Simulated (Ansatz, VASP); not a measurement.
# Two plane-wave programs on V

```
V
1.0
    -1.46365    1.46365    1.46365
     1.46365   -1.46365    1.46365
     1.46365    1.46365   -1.46365
V
1
Direct
  0.00000 0.00000 0.00000
```

Alike in both runs: task single point; functional LDA; k mesh 15 × 15 × 15; occupations methfessel-paxton of order 1, width 0.3 eV; no spin polarisation.

|  | VASP | Ansatz |
| --- | --- | --- |
| version | VASP 6.6.1 | Ansatz 0.2.0 |
| potentials or method | VASP PAW LDA potentials, release 64 (V_sv), cutoff 520 eV | plane waves (420 eV) with PAW, scalar-relativistic |
| valence electrons in the cell | 13 | 13 |

|  | VASP | Ansatz | Ansatz less VASP |
| --- | --- | --- | --- |
| pressure (GPa) | 0.1 | -0.4 | -0.51 |

Ansatz warns that its potentials were made for another functional, while VASP's fit it. LDA's correlation is that of Perdew and Zunger in VASP and of Perdew and Wang (1992) in Ansatz.
